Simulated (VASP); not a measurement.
# Co (Fd-3m) in VASP: further runs

Co is run at these levels: PBE; tasks: single point, relaxation of cell and atoms.

Everything below comes from runs of VASP 6.6.1. Logs are shortened: lines on timing, memory, paths and dates and some standing lists are left out, and cuts for length are marked.

**1. The cell of the first run**

The structure is cubic, space group Fd-3m (No. 227). Conventional cell: a = 4.925 Å, b = 4.925 Å, c = 4.925 Å, α = 90.00°, β = 90.00°, γ = 90.00°. Within 2.8 Å of Co (site symmetry -43m) lie 4 Co at 2.13 Å.

**2. Single point, PBE**

File INCAR:

```
SYSTEM = Co
PREC = Accurate
ENCUT = 520
EDIFF = 1E-6
ISMEAR = -1
SIGMA = 0.1
LREAL = .FALSE.
LASPH = .TRUE.
NELM = 80
ALGO = Normal
ISIF = 2
LWAVE = .FALSE.
LCHARG = .TRUE.
GGA = PE
LELF = .TRUE.
LVHAR = .TRUE.
NBANDS = 16
```

File KPOINTS:

```
Automatic mesh
0
G
  12 12 12
  0 0 0
```

File POSCAR:

```
Co
1.0
    0.0000000000      2.4626286587      2.4626286587
    2.4626286587      0.0000000000      2.4626286587
    2.4626286587      2.4626286587      0.0000000000
Co
2
Direct
    0.1250000000      0.1250000000      0.1250000000
    0.8750000000      0.8750000000      0.8750000000
```

Potentials or basis: VASP PAW PBE potentials, release 64 (Co).

Run with:

```sh
$ cat potpaw_PBE.64/Co/POTCAR > POTCAR
$ mpirun -np 1 vasp_std > vasp.out
```

OUTCAR:

```text
SYSTEM = Co
   PREC = Accurate
   ENCUT = 520
   EDIFF = 1E-6
   ISMEAR = -1
   LREAL = .FALSE.
   LASPH = .TRUE.
   NELM = 80
   ISIF = 2
   GGA = PE

 ion  position               nearest neighbor table
   1  0.125  0.125  0.125-   2 2.13   2 2.13   2 2.13   2 2.13
   2  0.875  0.875  0.875-   1 2.13   1 2.13   1 2.13   1 2.13

  LATTYP: Found a face centered cubic cell.
 ALAT       =     4.9252573174

  Lattice vectors:

 A1 = (   0.0000000000,   2.4626286587,   2.4626286587)
 A2 = (   2.4626286587,   0.0000000000,   2.4626286587)
 A3 = (   2.4626286587,   2.4626286587,   0.0000000000)

Analysis of symmetry for initial positions (statically):
=====================================================================
 Subroutine PRICEL returns:
 Original cell was already a primitive cell.

 Routine SETGRP: Setting up the symmetry group for a
 face centered cubic supercell.

 Subroutine GETGRP returns: Found 48 space group operations
 (whereof 12 operations were pure point group operations)
 out of a pool of 48 trial point group operations.

The static configuration has the point symmetry D_3d.
 The point group associated with its full space group is O_h .

Analysis of symmetry for dynamics (positions and initial velocities):
=====================================================================
 Subroutine PRICEL returns:
 Original cell was already a primitive cell.

 Routine SETGRP: Setting up the symmetry group for a
 face centered cubic supercell.

 Subroutine GETGRP returns: Found 48 space group operations
 (whereof 12 operations were pure point group operations)
 out of a pool of 48 trial point group operations.

The dynamic configuration has the point symmetry D_3d.
 The point group associated with its full space group is O_h .

 Subroutine INISYM returns: Found 48 space group operations
 (whereof 12 operations are pure point group operations),
 and found     1 'primitive' translations

----------------------------------------------------------------------------------------

                                     Primitive cell

  volume of cell :      29.8694

  direct lattice vectors                    reciprocal lattice vectors
     0.000000000  2.462628659  2.462628659    -0.203035077  0.203035077  0.203035077
     2.462628659  0.000000000  2.462628659     0.203035077 -0.203035077  0.203035077
     2.462628659  2.462628659  0.000000000     0.203035077  0.203035077 -0.203035077

  length of vectors
     3.482682848  3.482682848  3.482682848     0.351667070  0.351667070  0.351667070

  position of ions in fractional coordinates (direct lattice)
     0.125000000  0.125000000  0.125000000
     0.875000000  0.875000000  0.875000000

  ion indices of the primitive-cell ions
   primitive index   ion index
                 1           1
                 2           2

----------------------------------------------------------------------------------------

 KPOINTS: Automatic mesh

Automatic generation of k-mesh.
 Grid dimensions read from file:
 generate k-points for:   12   12   12

 Generating k-lattice:

  Cartesian coordinates                     Fractional coordinates (reciprocal lattice)
    -0.016919590  0.016919590  0.016919590     0.083333333  0.000000000  0.000000000
     0.016919590 -0.016919590  0.016919590     0.000000000  0.083333333  0.000000000
     0.016919590  0.016919590 -0.016919590     0.000000000  0.000000000  0.083333333

  Length of vectors
     0.029305589  0.029305589  0.029305589

  Shift w.r.t. Gamma in fractional coordinates (k-lattice)
     0.000000000  0.000000000  0.000000000

 Subroutine IBZKPT returns following result:
 ===========================================

 Found     72 irreducible k-points:

 Following reciprocal coordinates:
            Coordinates               Weight
  0.000000  0.000000  0.000000      1.000000
  0.083333  0.000000  0.000000      8.000000
  0.166667  0.000000  0.000000      8.000000
  0.250000  0.000000  0.000000      8.000000
  0.333333  0.000000  0.000000      8.000000
  0.416667  0.000000  0.000000      8.000000
[... 16 lines left out ...]
  0.500000  0.166667  0.000000     24.000000
 -0.416667  0.166667  0.000000     24.000000
 [... further k-points ...]
   k-points           NKPTS =     72   k-points in BZ     NKDIM =     72   number of bands    NBANDS=     16
   number of dos      NEDOS =    301   number of ions     NIONS =      2
   total plane-waves  NPLWV =  21952
   dimension x,y,z NGX =    28 NGY =   28 NGZ =   28
   dimension x,y,z NGXF=    56 NGYF=   56 NGZF=   56
   ions per type =               2
   NGX,Y,Z   is equivalent  to a cutoff of  13.37, 13.37, 13.37 a.u.
   NGXF,Y,Z  is equivalent  to a cutoff of  26.73, 26.73, 26.73 a.u.
 SYSTEM =  Co
   PREC   = accura    normal or accurate (medium, high low for compatibility)
   ISTART =      0    job   : 0-new  1-cont  2-samecut
   ICHARG =      2    charge: 1-file 2-atom 10-const
   ISPIN  =      1    spin polarized calculation?
   LNONCOLLINEAR =      F non collinear calculations
   LSORBIT =      F    spin-orbit coupling
   LASPH  =      T    aspherical Exc in radial PAW
   ENCUT  =  520.0 eV  38.22 Ry    6.18 a.u.   6.48  6.48  6.48*2*pi/ulx,y,z
   NELM   =     80;   NELMIN=  2; NELMDL= -5     # of ELM steps
   EDIFF  = 0.1E-05   stopping-criterion for ELM
   LREAL  =      F    real-space projection
   EDIFFG = 0.1E-04   stopping-criterion for IOM
   NSW    =      0    number of steps for IOM
   IBRION =     -1    ionic relax: 0-MD 1-quasi-New 2-CG
   NFREE  =      0    steps in history (QN), initial steepest desc. (CG)
   ISIF   =      2    stress and relaxation
   ISYM   =      2    0-nonsym 1-usesym 2-fastsym
   POTIM  = 0.5000    time-step for ionic-motion
   TEBEG  =    0.0;   TEEND  =   0.0 temperature during run
   PSTRESS=    0.0 pullay stress
   NELECT =      18.0000    total number of electrons
   NUPDOWN=      -1.0000    fix difference up-down
   EMIN   =  10.00;   EMAX   =-10.00  energy-range for DOS
   EFERMI =   0.00;   METHOD = LEGACY
   ISMEAR =    -1;   SIGMA  =   0.10  broadening in eV -4-tet -1-fermi 0-gaus
   EFERMI_NEDOS =   21; number of points for ismear=-14 and -15
   IALGO  =     38    algorithm
   IMIX   =      4    mixing-type and parameters
     AMIX     =   0.40;   BMIX     =  1.00
     AMIX_MAG =   1.60;   BMIX_MAG =  1.00
  volume/ion in A,a.u.               =      14.93       100.78
  Fermi-wavevector in a.u.,A,eV,Ry     =   1.382792  2.613097 26.015872  1.912113
  Thomas-Fermi vector in A             =   2.507450
   LORBIT       =      0    0 simple, 1 ext, 2 COOP (PROOUT), +10 PAW based schemes
   GGA     = PE    functional components
   LHFCALC =     F    Hartree Fock is set to
   AEXX    =    0.0000 exact exchange contribution
   IVDW    =     0    specifies the selected vdW correction
   LEPSILON=     F    determine dielectric tensor
   LRPA    =     F    only Hartree local field effects (RPA)
 non-spin polarized calculation
  energy-cutoff  :      520.00
  volume of cell :       29.87
 maximum number of plane-waves:       821
 NGX is ok and might be reduce to    28
   NGX = 13   NGY = 13   NGZ = 13

 number of electron      17.9999993 magnetization

 Free energy of the ion-electron system (eV)
  ---------------------------------------------------
  ext. energy  EPLUGINS =         0.00000000
  ---------------------------------------------------
  free energy    TOTEN  =       -11.46418335 eV

  energy without entropy =      -11.32026921  energy(sigma->0) =      -11.39222628

 E-fermi :   6.2749     XC(G=0): -11.3285

 val. band max:        6.2700061545   @ k =   0.3333   0.1667   0.0833
 cond. band min:       6.2837880479   @ k =   0.5000   0.2500   0.0000
 fundamental gap:      0.0137818934
 Fermi energy:         6.2749143250

 k-point     1 :       0.0000    0.0000    0.0000
  band No.  band energies     occupation
      1      -0.5737      2.00000
      2       3.2901      2.00000
      3       3.2901      2.00000
      4       3.4449      2.00000
      5       3.4449      2.00000
      6       3.4449      2.00000
[... 8 lines left out ...]
     15      19.8307      0.00000
     16      19.8307      0.00000

 k-point     2 :       0.0833    0.0000    0.0000
  band No.  band energies     occupation
      1      -0.4369      2.00000
      2       3.2051      2.00000
      3       3.2051      2.00000
      4       3.4519      2.00000
      5       3.5618      2.00000
      6       3.5618      2.00000
[... 8 lines left out ...]
     15      20.6092      0.00000
     16      20.8622      0.00000

 k-point     3 :       0.1667    0.0000    0.0000
  band No.  band energies     occupation
      1      -0.0350      2.00000
      2       3.1261      2.00000
      3       3.1261      2.00000
      4       3.4796      2.00000
      5       3.7138      2.00000
      6       3.7138      2.00000
[... 8 lines left out ...]
     15      20.1390      0.00000
     16      21.8178      0.00000

 k-point     4 :       0.2500    0.0000    0.0000
  band No.  band energies     occupation
      1       0.6010      2.00000
      2       3.1110      2.00000
      3       3.1110      2.00000
      4       3.5397      2.00000
      5       3.7868      2.00000
      6       3.7868      2.00000
[... 8 lines left out ...]
     15      19.6020      0.00000
     16      21.2216      0.00000
[... 324 lines left out ...]
 k-point    22 :       0.4167    0.1667    0.0000
  band No.  band energies     occupation
      1       2.0516      2.00000
      2       2.7942      2.00000
      3       3.4762      2.00000
      4       3.5010      2.00000
      5       3.7131      2.00000
      6       4.0320      2.00000
[... 8 lines left out ...]
     15      17.5045      0.00000
     16      21.8766      0.00000

 k-point    23 :       0.5000    0.1667    0.0000
  band No.  band energies     occupation
      1       2.6824      2.00000
      2       2.8222      2.00000
      3       3.3702      2.00000
      4       3.4223      2.00000
      5       3.7978      2.00000
      6       3.9580      2.00000
[... 8 lines left out ...]
     15      17.5474      0.00000
     16      22.2732      0.00000

 k-point    24 :      -0.4167    0.1667    0.0000
  band No.  band energies     occupation
      1       2.6878      2.00000
      2       3.0597      2.00000
      3       3.2108      2.00000
      4       3.3713      2.00000
      5       3.8415      2.00000
      6       3.9409      2.00000
[... 8 lines left out ...]
     15      17.7588      0.00000
     16      21.7810      0.00000

 [... further k-points ...]
[... 5 lines left out ...]
  --------------------------------------------------------------------------------------
  -------------------------------------------------------------------------------------
  Total       -0.1821392     -0.1821392     -0.1821392      0.0000000      0.0000000      0.0000000
  in kB       -9.7698332     -9.7698332     -9.7698332      0.0000000      0.0000000      0.0000000
  external PRESSURE =      -9.7698332 kB  Pullay stress =       0.0000000 kB

 VOLUME and BASIS-vectors are now :
 -----------------------------------------------------------------------------
  energy-cutoff  :      520.00
  volume of cell :       29.87
      direct lattice vectors                 reciprocal lattice vectors
     0.000000000  2.462628659  2.462628659    -0.203035077  0.203035077  0.203035077
     2.462628659  0.000000000  2.462628659     0.203035077 -0.203035077  0.203035077
     2.462628659  2.462628659  0.000000000     0.203035077  0.203035077 -0.203035077

 POSITION                                       TOTAL-FORCE (eV/Angst)
 -----------------------------------------------------------------------------------
      0.61566      0.61566      0.61566         0.000000      0.000000      0.000000
      4.30960      4.30960      4.30960        -0.000000     -0.000000     -0.000000
 -----------------------------------------------------------------------------------
    total drift:                                0.000000      0.000000     -0.000000

  FREE ENERGIE OF THE ION-ELECTRON SYSTEM (eV)
  ---------------------------------------------------
  free  energy   TOTEN  =       -11.4641833500 eV

  energy  without entropy=      -11.3202692130  energy(sigma->0) =      -11.39222628
```

It took 26 s on 1 thread of Intel Xeon 6975P-C, shared host; peak memory 0.17 GiB.

What came out:

* Free energy: -11.4642 eV
* Pressure: -1.0 GPa
* Band gap on the k mesh: zero (band 9 reaches 6.75 eV, above the bottom of band 10 at 6.02 eV)

Caveat: the run has no spin polarisation, though such a crystal can be magnetic. Spin polarisation is off, so any magnetic state and its effect on volume and gap are missing.

(Part 1 of 3 ends here.)
